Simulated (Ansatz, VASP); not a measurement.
# V in VASP and in Ansatz

POSCAR

```
V
1.0
   -1.5139000000      1.5139000000      1.5139000000
    1.5139000000     -1.5139000000      1.5139000000
    1.5139000000      1.5139000000     -1.5139000000
V
1
Direct
    0.0000000000      0.0000000000      0.0000000000
```

INCAR.step1

```
ALGO     = Normal         # electronic algorithm
EDIFF    = 1E-4           # SCF threshold, eV
ENCUT    = 520            # plane-wave cutoff, eV
GGA      = PE             # functional
ISMEAR   = -1             # smearing method
ISPIN    = 2              # spin polarisation
LASPH    = True           # aspherical terms in the spheres
LCHARG   = False          # write CHGCAR
LMAXMIX  = 4              # l up to which the mixer works
LREAL    = False          # projectors in reciprocal space
LWAVE    = True           # write WAVECAR
MAGMOM   = 2              # initial moments
NBANDS   = 16             # bands
NELM     = 150            # most SCF steps
PREC     = Accurate       # precision mode
SIGMA    = 0.1            # smearing width, eV
```

INCAR.step2

```
ALGO     = Normal         # electronic algorithm
EDIFF    = 1E-7           # SCF threshold, eV
ENCUT    = 520            # plane-wave cutoff, eV
ISIF     = 2              # what is computed and relaxed
ISMEAR   = -1             # smearing method
ISPIN    = 2              # spin polarisation
ISTART   = 1            
LASPH    = True           # aspherical terms in the spheres
LCHARG   = True           # write CHGCAR
LELF     = True           # ELF
LMAXMIX  = 4              # l up to which the mixer works
LMIXTAU  = True         
LORBIT   = 11             # projections on sites
LREAL    = False          # projectors in reciprocal space
LVHAR    = True         
LWAVE    = False          # write WAVECAR
MAGMOM   = 2              # initial moments
METAGGA  = R2SCAN         # meta-GGA
NBANDS   = 16             # bands
NELM     = 150            # most SCF steps
PREC     = Accurate       # precision mode
SIGMA    = 0.1            # smearing width, eV
```

Contents of KPOINTS:

```
k-points
0
Gamma
  11 11 11
```

Input for Ansatz:

```yaml
crystal:
  lattice:
    - [-1.5139, 1.5139, 1.5139]
    - [1.5139, -1.5139, 1.5139]
    - [1.5139, 1.5139, -1.5139]
  atoms:
    - { symbol: V, position: [0.0, 0.0, 0.0], spin: 2.0 }
magnetization:
  spin_polarized: true
hamiltonian:
  xc: r2scan
  pseudopotentials: { kind: paw }
basis:
  ecutwfc: 500
kpoints:
  mp_grid: { grid: [11, 11, 11] }
scf:
  occupations: { method: fermi_dirac, width: 0.1 }
  lower_state_search: "off"
output:
  forces: true
  stress: true
```

Alike in both runs: task single point; functional r2SCAN; k mesh 11 × 11 × 11; occupations fermi-dirac, width 0.1 eV; collinear spin.

|  | VASP | Ansatz |
| --- | --- | --- |
| version | VASP 6.6.1 | Ansatz 0.2.0 |
| potentials or method | VASP PAW PBE potentials, release 64 (V_sv), cutoff 520 eV | PAW, plane waves, scalar-relativistic |
| valence electrons in the cell | 13 | 13 |

```csv
,VASP,Ansatz,Ansatz less VASP
pressure (GPa),-7.3,-7.5,-0.27
net moment per atom (μB),0.00,0.25,+0.247
size of the moment on the site where the two differ most (μB),0.00,0.21,+0.207
```

The net moments are unlike, so the other rows may belong to different states. VASP's potentials were made for PBE, not for r2SCAN. Site moments also hang on the region over which each program counts them. Ansatz's warnings: stability check not made.
